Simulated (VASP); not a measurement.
# F2C2 in VASP: notebook

The runs below take F2C2 through single point, with PBEsol.

Program: VASP 6.6.1. These are calculated values, not measurements. Logs are shortened: lines on timing, memory, paths and dates and some standing lists are left out, and cuts for length are marked.

## 1. The cell of the first run

The cell holds a molecule in a box, 4 atoms: a = 10.000 Å, b = 10.000 Å, c = 13.000 Å, α = 90.00°, β = 90.00°, γ = 90.00°.

## 2. Single point, PBEsol (last atom moved by 0.04 Å along z)

File INCAR:

```
ALGO = Normal
EDIFF = 1E-6
EFERMI = MIDGAP
ENCUT = 520
GGA = PS
GGA_COMPAT = False
ISIF = 0
ISMEAR = 0
LASPH = True
LCHARG = False
LREAL = Auto
LWAVE = False
NELM = 120
NELMDL = -8
PREC = Accurate
ROPT = -0.00025 -0.00025
SIGMA = 0.03
```

File KPOINTS:

```
k-points
0
Gamma
  1 1 1
```

File POSCAR:

```
CF
1.0
   10.0000000000      0.0000000000      0.0000000000
    0.0000000000     10.0000000000      0.0000000000
    0.0000000000      0.0000000000     13.0000000000
F C
2 2
Direct
    0.4862750000      0.5164100000      0.6455307700
    0.5163250000      0.4877900000      0.3597000000
    0.4965450000      0.5066300000      0.5478692300
    0.5060550000      0.4975700000      0.4604384600
```

Potentials or basis: VASP PAW PBE potentials, release 64 (F, C).

On the command line:

```
cat potpaw_PBE.64/F/POTCAR potpaw_PBE.64/C/POTCAR > POTCAR
mpirun -np 1 vasp_gam > vasp.out
```

OUTCAR:

```text
EDIFF = 1E-6
   EFERMI = MIDGAP
   ENCUT = 520
   GGA = PS
   ISIF = 0
   ISMEAR = 0
   LASPH = True
   LREAL = Auto
   NELM = 120
   NELMDL = -8
   PREC = Accurate

 Found      1 irreducible k-points:

 Following reciprocal coordinates:
            Coordinates               Weight
  0.000000  0.000000  0.000000      1.000000
   k-points           NKPTS =      1   k-points in BZ     NKDIM =      1   number of bands    NBANDS=     15
   number of dos      NEDOS =    301   number of ions     NIONS =      4
   total plane-waves  NPLWV = 627200
   dimension x,y,z NGX =    80 NGY =   80 NGZ =   98
   dimension x,y,z NGXF=   160 NGYF=  160 NGZF=  196
   ions per type =               2   2
   NGX,Y,Z   is equivalent  to a cutoff of  13.30, 13.30, 12.53 a.u.
   NGXF,Y,Z  is equivalent  to a cutoff of  26.60, 26.60, 25.06 a.u.
 SYSTEM =  unknown system
   PREC   = accura    normal or accurate (medium, high low for compatibility)
   ISTART =      0    job   : 0-new  1-cont  2-samecut
   ICHARG =      2    charge: 1-file 2-atom 10-const
   ISPIN  =      1    spin polarized calculation?
   LNONCOLLINEAR =      F non collinear calculations
   LSORBIT =      F    spin-orbit coupling
   LASPH  =      T    aspherical Exc in radial PAW
   ENCUT  =  520.0 eV  38.22 Ry    6.18 a.u.  18.59 18.59 24.17*2*pi/ulx,y,z
   NELM   =    120;   NELMIN=  2; NELMDL= -8     # of ELM steps
   EDIFF  = 0.1E-05   stopping-criterion for ELM
   LREAL  =      T    real-space projection
   EDIFFG = 0.1E-04   stopping-criterion for IOM
   NSW    =      0    number of steps for IOM
   IBRION =     -1    ionic relax: 0-MD 1-quasi-New 2-CG
   NFREE  =      0    steps in history (QN), initial steepest desc. (CG)
   ISIF   =      0    stress and relaxation
   ISYM   =      2    0-nonsym 1-usesym 2-fastsym
   POTIM  = 0.5000    time-step for ionic-motion
   TEBEG  =    0.0;   TEEND  =   0.0 temperature during run

   SCALEE = 1.0000    scale energy and forces
   PSTRESS=    0.0 pullay stress
   NELECT =      22.0000    total number of electrons
   NUPDOWN=      -1.0000    fix difference up-down
   EMIN   =  10.00;   EMAX   =-10.00  energy-range for DOS
   EFERMI =   0.00;   METHOD = MIDGAP
   ISMEAR =     0;   SIGMA  =   0.03  broadening in eV -4-tet -1-fermi 0-gaus
   EFERMI_NEDOS =   21; number of points for ismear=-14 and -15
   IALGO  =     38    algorithm
   IMIX   =      4    mixing-type and parameters
     AMIX     =   0.40;   BMIX     =  1.00
     AMIX_MAG =   1.60;   BMIX_MAG =  1.00
  volume/ion in A,a.u.               =     325.00      2193.21
  Fermi-wavevector in a.u.,A,eV,Ry     =   0.420308  0.794267  2.403592  0.176659
  Thomas-Fermi vector in A             =   1.382413
   LORBIT       =      0    0 simple, 1 ext, 2 COOP (PROOUT), +10 PAW based schemes
   GGA     = PS    functional components
   LHFCALC =     F    Hartree Fock is set to
   AEXX    =    0.0000 exact exchange contribution
   IVDW    =     0    specifies the selected vdW correction
   LEPSILON=     F    determine dielectric tensor
   LRPA    =     F    only Hartree local field effects (RPA)

   CSHIFT  =0.1000    complex shift for real part using Kramers Kronig

   OMEGAMAX=  -1.0    maximum frequency
 non-spin polarized calculation
 Gauss-broadening in eV      SIGMA  =   0.03
  energy-cutoff  :      520.00
  volume of cell :     1300.00
 maximum number of plane-waves:     17531
 NGX is ok and might be reduce to    80
   NGX = 37   NGY = 37   NGZ = 49

 number of electron      22.0000008 magnetization

 Free energy of the ion-electron system (eV)
  ---------------------------------------------------
  ext. energy  EPLUGINS =         0.00000000
  ---------------------------------------------------
  free energy    TOTEN  =       -22.75422038 eV

  energy without entropy =      -22.75422038  energy(sigma->0) =      -22.75422038

 E-fermi :  -3.7670     XC(G=0):  -0.6870

 val. band max:       -6.8614246930   @ k =   0.0000   0.0000   0.0000
 cond. band min:      -0.6724851381   @ k =   0.0000   0.0000   0.0000
 fundamental gap:      6.1889395550
 Fermi energy:        -3.7669549156

 k-point     1 :       0.0000    0.0000    0.0000
  band No.  band energies     occupation
      1     -32.5304      2.00000
      2     -31.8982      2.00000
      3     -19.5097      2.00000
      4     -15.6148      2.00000
      5     -14.8592      2.00000
      6     -12.5676      2.00000
      7     -12.5676      2.00000
      8     -11.7787      2.00000
      9     -11.7787      2.00000
     10      -6.8614      2.00000
     11      -6.8614      2.00000
     12      -0.6725      0.00000
     13      -0.4739      0.00000
     14       0.5679      0.00000
     15       1.0846      0.00000

------------------------ aborting loop because EDIFF is reached ----------------------------------------

 VOLUME and BASIS-vectors are now :
 -----------------------------------------------------------------------------
  energy-cutoff  :      520.00
  volume of cell :     1300.00
      direct lattice vectors                 reciprocal lattice vectors
    10.000000000  0.000000000  0.000000000     0.100000000  0.000000000  0.000000000
     0.000000000 10.000000000  0.000000000     0.000000000  0.100000000  0.000000000
     0.000000000  0.000000000 13.000000000     0.000000000  0.000000000  0.076923077

 POSITION                                       TOTAL-FORCE (eV/Angst)
 -----------------------------------------------------------------------------------
      4.86275      5.16410      8.39190        -0.063515      0.059711      0.798289
      5.16325      4.87790      4.67610        -0.083667      0.077892      1.143805
      4.96545      5.06630      7.12230        -0.466331      0.445009      5.655677
      5.06055      4.97570      5.98570         0.613513     -0.582612     -7.597770
 -----------------------------------------------------------------------------------
    total drift:                                0.003439      0.007465     -0.006933

  FREE ENERGIE OF THE ION-ELECTRON SYSTEM (eV)
  ---------------------------------------------------
  free  energy   TOTEN  =       -22.7542203760 eV

  energy  without entropy=      -22.7542203760  energy(sigma->0) =      -22.75422038
```

Wall time 62 s (1 thread of Intel Xeon 6975P-C (Granite Rapids), shared host); peak memory 1 GiB.

What came out:

| Property | Result |
| --- | --- |
| Free energy | -22.7542 eV |
| Largest force | 7.645 eV/Å |
| Gap between the frontier levels | 6.19 eV |

Forces in eV/Å, atoms in the order of the input:
```
F   -0.064  0.060  0.798
F   -0.084  0.078  1.144
C   -0.466  0.445  5.656
C    0.614 -0.583 -7.598
```

Caveat: the cell differs from its parent crystal (last atom moved by 0.04 Å along z); the PAW data sets were made with another functional, which shifts forces and pressure a little.

## 3. Single point, PBEsol (last atom moved by 0.04 Å along z)

File INCAR:

```
ALGO = Normal
EDIFF = 1E-6
EFERMI = MIDGAP
ENCUT = 720
GGA = PS
GGA_COMPAT = False
ISIF = 0
ISMEAR = 0
LASPH = True
LCHARG = False
LREAL = False
LWAVE = False
NELM = 120
NELMDL = -8
PREC = Accurate
SIGMA = 0.03
```

KPOINTS is that of step 2.

POSCAR is that of step 2.

Potentials or basis: VASP PAW PBE potentials, release 64 (F, C).

On the command line:

```
cat potpaw_PBE.64/F/POTCAR potpaw_PBE.64/C/POTCAR > POTCAR
mpirun -np 1 vasp_gam > vasp.out
```

It took 91 s on 1 thread of Intel Xeon 6975P-C (Granite Rapids), shared host; peak memory 1.5 GiB.

It converged, with:

```yaml
Free_energy: -22.7762 eV
Largest_force: 7.639 eV/Å
Gap_between_the_frontier_levels: 6.19 eV
```

Forces in eV/Å, atoms in the order of the input:
```
F   -0.064  0.060  0.781
F   -0.085  0.081  1.162
C   -0.467  0.445  5.649
C    0.616 -0.587 -7.592
```

Levels at points of the mesh, in eV from the valence-band top:
| k point | band 9 | band 10 | band 11 | band 12 | band 13 | band 14 |
| --- | --- | --- | --- | --- | --- | --- |
| (0.00, 0.00, 0.00) | -4.92 | 0.00 | 0.00 | 6.19 | 6.39 | 7.43 |

Caveat: the cell differs from its parent crystal (last atom moved by 0.04 Å along z); the PAW data sets were made with another functional, which shifts forces and pressure a little.
